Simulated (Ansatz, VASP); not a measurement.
## Cd7S: VASP beside Ansatz

```
Cd S
1.0
     0.00000    4.50000    4.50000
     4.50000    0.00000    4.50000
     4.50000    4.50000    0.00000
Cd S
7 1
Direct
  0.00000 0.50000 0.50000
  0.50000 0.50000 0.00000
  0.50000 0.00000 0.50000
  0.50000 0.00000 0.00000
  0.00000 0.50000 0.00000
  0.50000 0.50000 0.50000
  0.00000 0.00000 0.50000
  0.00000 0.00000 0.00000
```

Alike in both runs: task relaxation of cell and atoms; functional PBE; k mesh 3 × 3 × 3; occupations gaussian, width 0.2 eV; no spin polarisation.

|  | VASP | Ansatz |
| --- | --- | --- |
| version | VASP 6.6.1 | Ansatz 0.2.0 |
| potentials or method | VASP PAW PBE potentials, release 64 (Cd, S), cutoff 600 eV | scalar-relativistic, plane waves, PAW |
| valence electrons in the cell | 90 | 146 |

Ansatz gave:

```
gap on the k mesh at the Fermi level, each at its own relaxed structure (eV) : none
relaxed volume (Å³/atom)                                                     : 22.22
relaxed cell length with the largest relative difference (Å)                 : 6.311
```

Question: Which values does VASP return?

Answer: gap on the k mesh at the Fermi level, each at its own relaxed structure (eV): none; relaxed volume (Å³/atom): 22.40; relaxed cell length with the largest relative difference (Å): 6.328.

A gap of «none» marks a metal or a gap that the smearing closes. VASP's potentials hold 90 valence electrons a cell and Ansatz's 146, so a difference there can come from the potentials and not from the codes.

The k mesh is coarse, so the values compare programs but aren't converged.
